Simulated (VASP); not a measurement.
Write the native input for VASP 6.6.1 that does the following.

```yaml
Task: single point
Functional: PBE
Potentials_or_basis: VASP PAW PBE potentials, release 64 (Sb, Se)
Cutoff: 500 eV
k_mesh: 3 × 3 × 3
Occupations: gaussian, width 0.2 eV
Spin: no spin polarisation
Dipole_correction: no
Further_INCAR_settings: ALGO = Normal; EDIFF = 1e-06; NBANDS = 26
```

The structure of SbSe5 lies in POSCAR:

```
SbSe5
1.0
    0.0000000000      4.8649180519      4.8649180519
    4.8649180519      0.0000000000      4.8649180519
    4.8649180519      4.8649180519      0.0000000000
Sb Se
1 5
Direct
    0.7500000000      0.7500000000      0.7500000000
    0.1461406198      0.1461406198      0.1461406198
    0.1461406198      0.1461406198      0.5615781406
    0.1461406198      0.5615781406      0.1461406198
    0.5615781406      0.1461406198      0.1461406198
    0.0000000000      0.0000000000      0.0000000000
```

The cell was built from a structure type or drawn by symmetry, and may not be a known phase.

One way to write it, as run:

INCAR

```
SYSTEM = SbSe5
PREC = Accurate ; ENCUT = 500
EDIFF = 1E-6 ; ISMEAR = 0
SIGMA = 0.2 ; LREAL = .FALSE.
LASPH = .TRUE. ; NELM = 120
ALGO = Normal ; ISIF = 2
LWAVE = .FALSE. ; LCHARG = .FALSE.
GGA = PE ; NBANDS = 26
GGA_COMPAT = .FALSE.
```

KPOINTS

```
regular mesh
0
G
  3 3 3
  0 0 0
```

Potentials or basis: VASP PAW PBE potentials, release 64 (Sb, Se).

Launch:

```bash
$ cat potpaw_PBE.64/Sb/POTCAR potpaw_PBE.64/Se/POTCAR > POTCAR
$ mpirun -np 1 vasp_std > vasp.out
```

It gave:

| Quantity | Value |
| --- | --- |
| Pressure | -0.1 GPa |
| Largest force | 0.094 eV/Å |
| Band gap on the k mesh | zero (an odd number of electrons rules out a gap without spin polarisation) |

Caveat: the k points lie up to 0.37 Å⁻¹ apart, too coarse for converged energies and pressures of a metal; spin-orbit coupling is left out, which moves the levels of the heavy elements.

It took 20 s on 1 thread of AMD EPYC 9R45 96-Core Processor (Zen 5), on a shared host, peak memory 0.3 GiB.
